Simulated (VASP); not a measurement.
# TaN in VASP: a series of runs

The runs below take TaN through electric field gradients, with r2SCAN, PBE.

Program: VASP 6.6.1. These are calculated values, not measurements. Logs are shortened: lines on timing, memory, paths and dates and some standing lists are left out, and cuts for length are marked.

## Step 1: The cell of the first run

It takes space group P-6m2 (No. 187, hexagonal). Conventional cell: a = 2.938 Å, b = 2.938 Å, c = 2.883 Å, α = 90.00°, β = 90.00°, γ = 120.00°. Ta (site symmetry -6m2) has 6 N at 2.23 Å and 8 Ta at 2.88 to 2.94 Å within 3.0 Å. N (site symmetry -6m2) has 6 Ta at 2.23 Å and 8 N at 2.88 to 2.94 Å within 3.0 Å.

## Step 2: Electric field gradients, r2SCAN

Input file POSCAR:

```
TaN
1.0
    2.9379988584      0.0000000000      0.0000000000
   -1.4689994292      2.5443816477      0.0000000000
    0.0000000000      0.0000000000      2.8830000000
Ta N
1 1
Direct
    0.3333333333      0.6666666667      0.5000000000
    0.0000000000      0.0000000000      0.0000000000
```

Input file INCAR.step1:

```
SYSTEM = TaN
  PREC = Accurate
  ENCUT = 580
  ISMEAR = -1
  SIGMA = 0.02
  LREAL = .False.
  LASPH = .True.
  NELM = 120
  NBANDS = 16
  GGA = PE
  ALGO = Normal
  EDIFF = 1E-5
  LWAVE = .True.
  LCHARG = .False.
  GGA_COMPAT = .False.
```

Input file INCAR.step2:

```
SYSTEM = TaN
  PREC = Accurate
  ENCUT = 580
  EDIFF = 1E-8
  ISMEAR = -1
  SIGMA = 0.02
  LREAL = .False.
  LASPH = .True.
  NELM = 120
  ALGO = Normal
  ISIF = 2
  LWAVE = .False.
  LCHARG = .False.
  METAGGA = R2SCAN
  LMIXTAU = .True.
  LEFG = .True.
  NBANDS = 16
  ISTART = 1
  GGA_COMPAT = .False.
```

Input file KPOINTS:

```
Automatic mesh
0
Gamma
  12 12 10
  0 0 0
```

Potentials or basis: VASP PAW PBE potentials, release 64 (Ta_sv_GW, N).

Command:

```
$ cat potpaw_PBE.64/Ta_sv_GW/POTCAR potpaw_PBE.64/N/POTCAR > POTCAR
$ cp INCAR.step1 INCAR
$ mpirun -np 1 vasp_std > vasp.out
$ cp INCAR.step2 INCAR
$ mpirun -np 1 vasp_std > vasp.out
```

OUTCAR:

```text
SYSTEM = TaN
   PREC = Accurate
   ENCUT = 580
   EDIFF = 1E-8
   ISMEAR = -1
   LREAL = .False.
   LASPH = .True.
   NELM = 120
   ISIF = 2
   METAGGA = R2SCAN
   ISTART = 1

 ion  position               nearest neighbor table
   1  0.333  0.667  0.500-   2 2.23   2 2.23   2 2.23   2 2.23   2 2.23   2 2.23
   2  0.000  0.000  0.000-   1 2.23   1 2.23   1 2.23   1 2.23   1 2.23   1 2.23

  LATTYP: Found a hexagonal cell.
 ALAT       =     2.9379988584
 C/A-ratio  =     0.9812801635

  Lattice vectors:

 A1 = (   2.9379988584,   0.0000000000,   0.0000000000)
 A2 = (  -1.4689994292,   2.5443816477,   0.0000000000)
 A3 = (   0.0000000000,   0.0000000000,   2.8830000000)

Analysis of symmetry for initial positions (statically):
=====================================================================
 Subroutine PRICEL returns:
 Original cell was already a primitive cell.

 Routine SETGRP: Setting up the symmetry group for a
 hexagonal supercell.

 Subroutine GETGRP returns: Found 12 space group operations
 (whereof 12 operations were pure point group operations)
 out of a pool of 24 trial point group operations.

The static configuration has the point symmetry D_3h.

Analysis of symmetry for dynamics (positions and initial velocities):
=====================================================================
 Subroutine PRICEL returns:
 Original cell was already a primitive cell.

 Routine SETGRP: Setting up the symmetry group for a
 hexagonal supercell.

 Subroutine GETGRP returns: Found 12 space group operations
 (whereof 12 operations were pure point group operations)
 out of a pool of 24 trial point group operations.

The dynamic configuration has the point symmetry D_3h.

 Subroutine INISYM returns: Found 12 space group operations
 (whereof 12 operations are pure point group operations),
 and found     1 'primitive' translations

----------------------------------------------------------------------------------------

                                     Primitive cell

  volume of cell :      21.5516

  direct lattice vectors                    reciprocal lattice vectors
[... 124 lines left out ...]

 number of electron      17.9999999 magnetization

 Free energy of the ion-electron system (eV)
  ---------------------------------------------------
  ext. energy  EPLUGINS =         0.00000000
  ---------------------------------------------------
  free energy    TOTEN  =       -62.96051361 eV

  energy without entropy =      -62.96043342  energy(sigma->0) =      -62.96047351

 E-fermi :  12.4761     XC(G=0): -14.6445

 val. band max:       12.4469589211   @ k =   0.0000   0.0000   0.4000
 cond. band min:      12.5893951213   @ k =   0.0833   0.0000   0.5000
 fundamental gap:      0.1424362001
 Fermi energy:        12.4760563755

 k-point     1 :       0.0000    0.0000    0.0000
  band No.  band energies     occupation
      1     -58.1799      2.00000
      2     -23.7288      2.00000
      3     -23.4705      2.00000
      4     -23.4705      2.00000
      5      -6.3787      2.00000
      6       7.5883      2.00000
[... 433 lines left out ...]
      3     -23.7049      2.00000
      4     -23.6419      2.00000
      5      -4.6609      2.00000
      6       4.5537      2.00000
[... 8 lines left out ...]
     15      26.3182      0.00000
     16      29.1385      0.00000

 [... further k-points ...]

------------------------ aborting loop because EDIFF is reached ----------------------------------------

  FORCE on cell =-STRESS in cart. coord.  units (eV):
  Direction    XX          YY          ZZ          XY          YZ          ZX
  --------------------------------------------------------------------------------------
  -------------------------------------------------------------------------------------
  Total       -0.0882695     -0.0882695      0.0191203     -0.0000000      0.0000000      0.0000000
  in kB       -6.5621005     -6.5621005      1.4214322     -0.0000000      0.0000000      0.0000000
  external PRESSURE =      -3.9009229 kB  Pullay stress =       0.0000000 kB

 VOLUME and BASIS-vectors are now :
 -----------------------------------------------------------------------------
  energy-cutoff  :      580.00
  volume of cell :       21.55
      direct lattice vectors                 reciprocal lattice vectors
     2.937998858  0.000000000  0.000000000     0.340367729  0.196511400  0.000000000
    -1.468999429  2.544381648  0.000000000     0.000000000  0.393022800  0.000000000
     0.000000000  0.000000000  2.883000000     0.000000000  0.000000000  0.346860909

 POSITION                                       TOTAL-FORCE (eV/Angst)
 -----------------------------------------------------------------------------------
     -0.00000      1.69625      1.44150         0.000000      0.000000      0.000000
      0.00000      0.00000      0.00000        -0.000000      0.000000      0.000000
 -----------------------------------------------------------------------------------
    total drift:                                0.000000     -0.000000     -0.000000

  FREE ENERGIE OF THE ION-ELECTRON SYSTEM (eV)
  ---------------------------------------------------
  free  energy   TOTEN  =       -62.9605136122 eV

  energy  without entropy=      -62.9604334165  energy(sigma->0) =      -62.96047351

 Electric field gradients (V/A^2)
---------------------------------------------------------------------
 ion       V_xx      V_yy      V_zz      V_xy      V_xz      V_yz
---------------------------------------------------------------------
   1     -11.388   -11.388    22.777     0.000     0.000    -0.000
   2      -0.191    -0.190     0.381     0.001    -0.000    -0.000
---------------------------------------------------------------------

 Electric field gradients after diagonalization (V/A^2)
 (convention: |V_zz| > |V_xx| > |V_yy|)
----------------------------------------------------------------------
 ion       V_xx      V_yy      V_zz     asymmetry (V_yy - V_xx)/ V_zz
----------------------------------------------------------------------
   1     -11.388   -11.388    22.777       0.000
   2      -0.191    -0.189     0.381       0.006
----------------------------------------------------------------------

           NMR quadrupolar parameters

 Cq : quadrupolar parameter    Cq=e*Q*V_zz/h
 eta: asymmetry parameters     (V_yy - V_xx)/ V_zz
 Q  : nuclear electric quadrupole moment in mb (millibarn)
----------------------------------------------------------------------
 ion       Cq(MHz)       eta       Q (mb)
----------------------------------------------------------------------
   1       0.055       0.000       1.000
   2       0.001       0.006       1.000
----------------------------------------------------------------------
```

OUTCAR.step1:

```text
SYSTEM = TaN
   PREC = Accurate
   ENCUT = 580
   ISMEAR = -1
   LREAL = .False.
   LASPH = .True.
[... 678 lines left out ...]
     -0.00000      1.69625      1.44150        -0.000000      0.000000      0.000000
      0.00000      0.00000      0.00000         0.000000     -0.000000      0.000000
 -----------------------------------------------------------------------------------
    total drift:                                0.000000     -0.000000     -0.000000

  FREE ENERGIE OF THE ION-ELECTRON SYSTEM (eV)
  ---------------------------------------------------
  free  energy   TOTEN  =       -24.9595495705 eV

  energy  without entropy=      -24.9594636694  energy(sigma->0) =      -24.95950662
```

OSZICAR.step1:

```text
N       E                     dE             d eps       ncg     rms          rms(c)
DAV:   1     0.115910710823E+03    0.11591E+03   -0.12058E+04  3648   0.125E+03
DAV:   2    -0.230557459917E+02   -0.13897E+03   -0.13379E+03  5176   0.332E+02
DAV:   3    -0.284873709347E+02   -0.54316E+01   -0.54258E+01  4304   0.599E+01
DAV:   4    -0.286338287435E+02   -0.14646E+00   -0.14645E+00  5272   0.681E+00
DAV:   5    -0.286381069984E+02   -0.42783E-02   -0.42783E-02  4272   0.839E-01    0.554E+01
DAV:   6    -0.250938393419E+02    0.35443E+01   -0.73973E+00  4408   0.240E+01    0.585E+01
DAV:   7    -0.250047278526E+02    0.89111E-01   -0.51668E-01  3896   0.584E+00    0.264E+01
DAV:   8    -0.249607962732E+02    0.43932E-01   -0.12680E-01  4664   0.288E+00    0.636E+00
DAV:   9    -0.249595804791E+02    0.12158E-02   -0.10694E-02  4496   0.975E-01    0.744E-01
DAV:  10    -0.249595216623E+02    0.58817E-04   -0.15682E-03  3864   0.409E-01    0.264E-01
DAV:  11    -0.249595525415E+02   -0.30879E-04   -0.85676E-05  4416   0.105E-01    0.220E-01
DAV:  12    -0.249595495705E+02    0.29711E-05   -0.81869E-06  2448   0.305E-02
   1 F= -.24959550E+02 E0= -.24959507E+02  d E =-.859010E-04
```

Wall time 97 s (1 thread of Intel Xeon Platinum 8488C (Sapphire Rapids), shared host); peak memory 0.19 GiB.

Results:

```
Free energy                             : -62.9605 eV
Pressure                                : -0.4 GPa
Band gap on the k mesh                  : zero (bands 9 and 10 overlap by 0.47 eV)
Largest electric field gradient by atom : Ta +22.8; N +0.4 V/Å²
```

Electric field gradients, principal values (V/Å²):
```tsv
atom	least	middle	greatest (by size)
1 Ta	-11.388	-11.388	22.777
2 N	-0.189	-0.191	0.381
```

Caveat: without QUAD_EFG the Cq values of the log hold for a quadrupole moment of 1 mb, not for the nuclei; the PAW data sets were made with another functional, which shifts forces and pressure a little; spin-orbit coupling is left out, which moves the levels of the heavy elements.

[end of part 1 of 2]
